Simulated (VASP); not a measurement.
Runs of VASP 6.6.1 on BN. The structure is that of space group P6_3mc (No. 186), or close to it. The cells are those of the table. 

| level | cell | gap on the mesh (eV) | pressure (GPa) | largest force (eV/Å) |
| --- | --- | --- | --- | --- |
| RPBE | a = 2.568, b = 2.568, c = 4.246 Å, angles 90.0, 90.0, 120.0°, 4 atoms | 5.51 | 0.0 | 0.01 |
| revPBE | a = 2.537, b = 2.537, c = 4.196 Å, angles 90.0, 90.0, 120.0°, 4 atoms | 5.41 | (c) | - |
| RPBE | a = 2.567, b = 2.567, c = 4.246 Å, angles 90.0, 90.0, 120.0°, 4 atoms | 5.50 | 0.2 | - |
| PBE+D3(BJ) | a = 2.575, b = 2.575, c = 4.259 Å, angles 90.0, 90.0, 120.0°, 4 atoms | (b) | (d) | 0.01 |
| PBE+D3(BJ) | a = 2.542, b = 2.542, c = 4.203 Å, angles 90.0, 90.0, 120.0°, 4 atoms | (a) | 0.0 | 0.01 |
| PBE+D3(BJ) | a = 2.559, b = 2.559, c = 4.231 Å, angles 90.0, 90.0, 120.0°, 4 atoms | 5.41 | -7.3 | 0.01 |
| RPBE | a = 2.614, b = 2.614, c = 4.319 Å, angles 90.0, 90.0, 120.0°, 4 atoms | 5.58 | -17.1 | 0.01 |
| PBE+D3(BJ) | a = 2.549, b = 2.549, c = 4.215 Å, angles 90.0, 90.0, 120.0°, 4 atoms | 5.39 | -3.2 | - |
| RPBE | a = 2.551, b = 2.551, c = 4.218 Å, angles 90.0, 90.0, 120.0°, 4 atoms | 5.47 | 7.6 | 0.01 |
| revPBE+D4 | a = 2.550, b = 2.550, c = 4.217 Å, angles 90.0, 90.0, 120.0°, 4 atoms | 5.44 | -7.5 | - |
| revPBE+D4 | a = 2.567, b = 2.567, c = 4.245 Å, angles 90.0, 90.0, 120.0°, 4 atoms | 5.48 | -14.3 | 0.01 |
| RPBE | a = 2.585, b = 2.585, c = 4.274 Å, angles 90.0, 90.0, 120.0°, 4 atoms | 5.53 | -6.9 | 0.01 |

Alike in all rows: task single point; potentials or basis VASP PAW PBE potentials, release 64 (B, N); no spin polarisation; k mesh 10 × 10 × 6; cutoff (eV) 600; smearing gaussian 0.05 eV.

Problem. Estimate the missing entries.

Solution. (a) 5.38; (b) 5.45; (c) 12.6; (d) -14.0.

Caveats: the PAW data sets were made with another functional, which shifts forces and pressure a little (some runs).

A k mesh can miss the band edges.
